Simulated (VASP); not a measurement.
# CaO in VASP: further runs

CaO is run at these levels: PBE; tasks: single point.

Everything below comes from runs of VASP 6.6.1. Logs are shortened: lines on timing, memory, paths and dates and some standing lists are left out, and cuts for length are marked.

## (1) The cell of the first run

Symmetry: Fm-3m, No. 225, cubic system. The conventional cell has a = 4.898 Å, b = 4.898 Å, c = 4.898 Å, α = 90.00°, β = 90.00°, γ = 90.00°. Ca (site symmetry m-3m) has 6 O at 2.45 Å within 3.2 Å. Within 3.2 Å of O (site symmetry m-3m) lie 6 Ca at 2.45 Å.

## (2) Single point, PBE

File INCAR:

```
SYSTEM = CaO
  ALGO = Normal
  EDIFF = 1E-6
  ENCUT = 520
  GGA = PE
  ISIF = 2
  ISMEAR = -5
  LASPH = .TRUE.
  LCHARG = .TRUE.
  LELF = .TRUE.
  LREAL = .FALSE.
  LVHAR = .TRUE.
  LWAVE = .FALSE.
  NBANDS = 15
  NELM = 80
  PREC = Accurate
  SIGMA = 0.1
```

File KPOINTS:

```
k-points
0
G
  9 9 9
  0 0 0
```

File POSCAR:

```
CaO
1.0
    0.0000000000      2.4490000000      2.4490000000
    2.4490000000      0.0000000000      2.4490000000
    2.4490000000      2.4490000000      0.0000000000
Ca O
1 1
Direct
    0.0000000000      0.0000000000      0.0000000000
    0.5000000000      0.5000000000      0.5000000000
```

Potentials or basis: VASP PAW PBE potentials, release 64 (Ca_sv, O).

The run is started by

```
$ cat potpaw_PBE.64/Ca_sv/POTCAR potpaw_PBE.64/O/POTCAR > POTCAR
$ mpirun -np 1 vasp_std > vasp.out
```

OUTCAR:

```text
SYSTEM = CaO
   EDIFF = 1E-6
   ENCUT = 520
   GGA = PE
   ISIF = 2
   ISMEAR = -5
   LASPH = .TRUE.
   LREAL = .FALSE.
   NELM = 80
   PREC = Accurate

 ion  position               nearest neighbor table
   1  0.000  0.000  0.000-   2 2.45   2 2.45   2 2.45   2 2.45   2 2.45   2 2.45
   2  0.500  0.500  0.500-   1 2.45   1 2.45   1 2.45   1 2.45   1 2.45   1 2.45

  LATTYP: Found a face centered cubic cell.
 ALAT       =     4.8980000000

  Lattice vectors:

 A1 = (   0.0000000000,   2.4490000000,   2.4490000000)
 A2 = (   2.4490000000,   0.0000000000,   2.4490000000)
 A3 = (   2.4490000000,   2.4490000000,   0.0000000000)

Analysis of symmetry for initial positions (statically):
=====================================================================
 Subroutine PRICEL returns:
 Original cell was already a primitive cell.

 Routine SETGRP: Setting up the symmetry group for a
 face centered cubic supercell.

 Subroutine GETGRP returns: Found 48 space group operations
 (whereof 48 operations were pure point group operations)
 out of a pool of 48 trial point group operations.

The static configuration has the point symmetry O_h .

Analysis of symmetry for dynamics (positions and initial velocities):
=====================================================================
 Subroutine PRICEL returns:
 Original cell was already a primitive cell.

 Routine SETGRP: Setting up the symmetry group for a
 face centered cubic supercell.

 Subroutine GETGRP returns: Found 48 space group operations
 (whereof 48 operations were pure point group operations)
 out of a pool of 48 trial point group operations.

The dynamic configuration has the point symmetry O_h .

 Subroutine INISYM returns: Found 48 space group operations
 (whereof 48 operations are pure point group operations),
 and found     1 'primitive' translations

----------------------------------------------------------------------------------------

                                     Primitive cell

  volume of cell :      29.3762

  direct lattice vectors                    reciprocal lattice vectors
     0.000000000  2.449000000  2.449000000    -0.204164965  0.204164965  0.204164965
     2.449000000  0.000000000  2.449000000     0.204164965 -0.204164965  0.204164965
     2.449000000  2.449000000  0.000000000     0.204164965  0.204164965 -0.204164965

  length of vectors
     3.463409014  3.463409014  3.463409014     0.353624093  0.353624093  0.353624093

  position of ions in fractional coordinates (direct lattice)
     0.000000000  0.000000000  0.000000000
[... 92 lines left out ...]
   NUPDOWN=      -1.0000    fix difference up-down
   EMIN   =  10.00;   EMAX   =-10.00  energy-range for DOS
   EFERMI =   0.00;   METHOD = LEGACY
   ISMEAR =    -5;   SIGMA  =   0.10  broadening in eV -4-tet -1-fermi 0-gaus
   EFERMI_NEDOS =   21; number of points for ismear=-14 and -15
   IALGO  =     38    algorithm
   IMIX   =      4    mixing-type and parameters
     AMIX     =   0.40;   BMIX     =  1.00
     AMIX_MAG =   1.60;   BMIX_MAG =  1.00
  volume/ion in A,a.u.               =      14.69        99.12
  Fermi-wavevector in a.u.,A,eV,Ry     =   1.336953  2.526474 24.319632  1.787443
  Thomas-Fermi vector in A             =   2.465539
   LORBIT       =      0    0 simple, 1 ext, 2 COOP (PROOUT), +10 PAW based schemes
   GGA     = PE    functional components
   LHFCALC =     F    Hartree Fock is set to
   AEXX    =    0.0000 exact exchange contribution
   IVDW    =     0    specifies the selected vdW correction
   LEPSILON=     F    determine dielectric tensor
   LRPA    =     F    only Hartree local field effects (RPA)
 non-spin polarized calculation
 Fermi weights with tetrahedron method with Bloechl corrections
  energy-cutoff  :      520.00
  volume of cell :       29.38
 maximum number of plane-waves:       809
 NGX is ok and might be reduce to    28
   NGX = 13   NGY = 13   NGZ = 13

 number of electron      16.0000005 magnetization

 Free energy of the ion-electron system (eV)
  ---------------------------------------------------
  ext. energy  EPLUGINS =         0.00000000
  ---------------------------------------------------
  free energy    TOTEN  =       -12.79487806 eV

  energy without entropy =      -12.79487806  energy(sigma->0) =      -12.79487806

 E-fermi :   2.1693     XC(G=0): -10.2028

 val. band max:        2.0390972021   @ k =   0.0000   0.0000   0.0000
 cond. band min:       5.7364975209   @ k =   0.4444   0.4444   0.0000
 fundamental gap:      3.6974003188
 Fermi energy:         2.1692727516

 k-point     1 :       0.0000    0.0000    0.0000
  band No.  band energies     occupation
      1     -35.8362      2.00000
      2     -16.6365      2.00000
      3     -16.6365      2.00000
      4     -16.6365      2.00000
      5     -13.3844      2.00000
      6       2.0391      2.00000
      7       2.0391      2.00000
      8       2.0391      2.00000
      9       6.3075      0.00000
     10       8.1200      0.00000
     11       8.1200      0.00000
     12       8.1200      0.00000
     13       9.5274      0.00000
     14       9.5274      0.00000
[... 401 lines left out ...]
      2     -17.1330      2.00000
      3     -16.8189      2.00000
      4     -16.8189      2.00000
      5     -13.1201      2.00000
      6       0.6623      2.00000
      7       1.6571      2.00000
      8       1.6571      2.00000
      9       5.7365      0.00000
     10       9.6013      0.00000
     11      10.5712      0.00000
     12      11.1237      0.00000
     13      11.1237      0.00000
     14      12.5956      0.00000
     15      15.1537      0.00000

 [... further k-points ...]

------------------------ aborting loop because EDIFF is reached ----------------------------------------

  FORCE on cell =-STRESS in cart. coord.  units (eV):
  Direction    XX          YY          ZZ          XY          YZ          ZX
  --------------------------------------------------------------------------------------
  -------------------------------------------------------------------------------------
  Total       -0.6528537     -0.6528537     -0.6528537      0.0000000      0.0000000      0.0000000
  in kB      -35.6065658    -35.6065658    -35.6065658      0.0000000      0.0000000      0.0000000
  external PRESSURE =     -35.6065658 kB  Pullay stress =       0.0000000 kB

 VOLUME and BASIS-vectors are now :
 -----------------------------------------------------------------------------
  energy-cutoff  :      520.00
  volume of cell :       29.38
      direct lattice vectors                 reciprocal lattice vectors
     0.000000000  2.449000000  2.449000000    -0.204164965  0.204164965  0.204164965
     2.449000000  0.000000000  2.449000000     0.204164965 -0.204164965  0.204164965
     2.449000000  2.449000000  0.000000000     0.204164965  0.204164965 -0.204164965

 POSITION                                       TOTAL-FORCE (eV/Angst)
 -----------------------------------------------------------------------------------
      0.00000      0.00000      0.00000        -0.000000     -0.000000     -0.000000
      2.44900      2.44900      2.44900         0.000000      0.000000      0.000000
 -----------------------------------------------------------------------------------
    total drift:                                0.000000      0.000000      0.000000

  FREE ENERGIE OF THE ION-ELECTRON SYSTEM (eV)
  ---------------------------------------------------
  free  energy   TOTEN  =       -12.7948780586 eV

  energy  without entropy=      -12.7948780586  energy(sigma->0) =      -12.79487806
```

stdout:

```text
POSCAR found type information on POSCAR CaO
 POSCAR found :  2 types and       2 ions
 scaLAPACK will be used
 LDA part: xc-table for (Slater+PW92), standard interpolation
 POSCAR, INCAR and KPOINTS ok, starting setup
 FFT: planning ... GRIDC
 FFT: planning ... GRID_SOFT
 FFT: planning ... GRID
 WAVECAR not read
 entering main loop
```

It took 15 s on 1 thread of Intel Xeon Platinum 8259CL at 2.50GHz (Skylake/Cascade Lake), shared host; peak memory 0.16 GiB.

What came out:

* Free energy: -12.7949 eV
* Pressure: -3.6 GPa
* Band gap on the k mesh: 3.70 eV (least direct gap 4.08 eV)

Caveat: the cell stands under tension; an odd mesh through Γ misses points on the zone boundary, where band edges can lie.

## (3) Single point, PBE (equal xy, yz and zx shear strains of -4 %)

File INCAR:

```
PREC = Accurate
ENCUT = 520
EDIFF = 1E-6
ISMEAR = -1
SIGMA = 0.03
LREAL = F
LASPH = T
NELM = 80
ALGO = Normal
ISIF = 2
LWAVE = F
LCHARG = T
GGA = PE
LELF = T
LVHAR = T
NBANDS = 15
```

File KPOINTS:

```
Automatic mesh
0
Gamma
  9 9 9
```

File POSCAR:

```
CaO
1.0
   -0.0979600000      2.4000200000      2.4000200000
    2.4000200000     -0.0979600000      2.4000200000
    2.4000200000      2.4000200000     -0.0979600000
Ca O
1 1
Direct
    0.0000000000      0.0000000000      0.0000000000
    0.5000000000      0.5000000000      0.5000000000
```

Potentials or basis: VASP PAW PBE potentials, release 64 (Ca_sv, O).

The run is started by

```
$ cat potpaw_PBE.64/Ca_sv/POTCAR potpaw_PBE.64/O/POTCAR > POTCAR
$ mpirun -np 1 vasp_std > vasp.out
```

Run time: 33 s. Hardware: 1 thread of Intel Xeon Platinum 8259CL at 2.50GHz (Skylake/Cascade Lake), shared host; peak memory 0.18 GiB.

Results (log left out):

| Item | Value |
| --- | --- |
| Free energy | -12.7647 eV |
| Pressure | -3.6 GPa |
| Band gap on the k mesh | 3.55 eV (least direct gap 3.96 eV) |

Stress tensor (GPa, compression positive):
```
-3.56  2.68  2.68
 2.68 -3.56  2.68
 2.68  2.68 -3.56
```

Levels at points of the mesh, in eV from the valence-band top:
```
           k point  band 6  band 7  band 8  band 9  band 10  band 11
(0.00, 0.00, 0.00)   -0.18   -0.18    0.00    4.10     5.72     5.72
```

Caveat: the cell differs from its parent crystal (equal xy, yz and zx shear strains of -4 %); the cell stands under tension.

## (4) Single point, PBE (xy shear strain of -4 %)

File INCAR:

```
SYSTEM = CaO
ALGO = Normal
EDIFF = 1E-6
ENCUT = 520
GGA = PE
ISIF = 2
ISMEAR = -1
LASPH = .TRUE.
LCHARG = .FALSE.
LREAL = .FALSE.
LWAVE = .FALSE.
NBANDS = 15
NELM = 100
PREC = Accurate
SIGMA = 0.03
```

File KPOINTS:

```
k-points
0
G
  9 9 9
  0 0 0
```

File POSCAR:

```
CaO
1.0
   -0.0489800000      2.4490000000      2.4490000000
    2.4490000000     -0.0489800000      2.4490000000
    2.4000200000      2.4000200000      0.0000000000
Ca O
1 1
Direct
    0.0000000000      0.0000000000      0.0000000000
    0.5000000000      0.5000000000      0.5000000000
```

The run is started by

```
$ cat potpaw_PBE.64/Ca_sv/POTCAR potpaw_PBE.64/O/POTCAR > POTCAR
$ mpirun -np 1 vasp_std > vasp.out
```

It took 47 s on 1 thread of Intel Xeon Platinum 8259CL at 2.50GHz (Skylake/Cascade Lake), shared host; peak memory 0.19 GiB.

It converged, with:

```yaml
Free_energy: -12.7843 eV
Pressure: -3.6 GPa
Band_gap_on_the_k_mesh: 3.62 eV (least direct gap 3.97 eV)
```

Stress tensor (GPa, compression positive):
```
-3.51  2.97  0.00
 2.97 -3.51  0.00
 0.00  0.00 -3.66
```

Levels at points of the mesh, in eV from the valence-band top:
| k point | band 4 | band 5 | band 6 | band 7 | band 8 | band 9 | band 10 | band 11 | band 12 | band 13 |
| --- | --- | --- | --- | --- | --- | --- | --- | --- | --- | --- |
| (0.00, 0.00, 0.00) | -18.75 | -15.50 | -0.13 | -0.07 | 0.00 | 4.18 | 5.82 | 6.00 | 6.19 | 7.42 |

Caveat: the cell differs from its parent crystal (xy shear strain of -4 %); the cell stands under tension.

## (5) The runs side by side

| cell | smearing | gap on the mesh (eV) | pressure (GPa) |
| --- | --- | --- | --- |
| a = 3.463 Å, angles 60.0°, 2 atoms | tetrahedron | 3.70 | -3.6 |
| a = 3.396 Å, angles 62.7°, 2 atoms | fermi-dirac 0.03 eV | 3.55 | -3.6 |
| a = 3.464, b = 3.464, c = 3.394 Å, angles 60.7, 60.7, 61.3°, 2 atoms | fermi-dirac 0.03 eV | 3.62 | -3.6 |

Alike in all rows: task single point; level PBE; potentials or basis VASP PAW PBE potentials, release 64 (Ca_sv, O); no spin polarisation; k mesh 9 × 9 × 9; cutoff (eV) 520.

Caveats: the cell stands under tension; an odd mesh through Γ misses points on the zone boundary, where band edges can lie (at least some runs).

Total energies depend on the potentials used, so only differences within one code and one set of settings carry meaning.
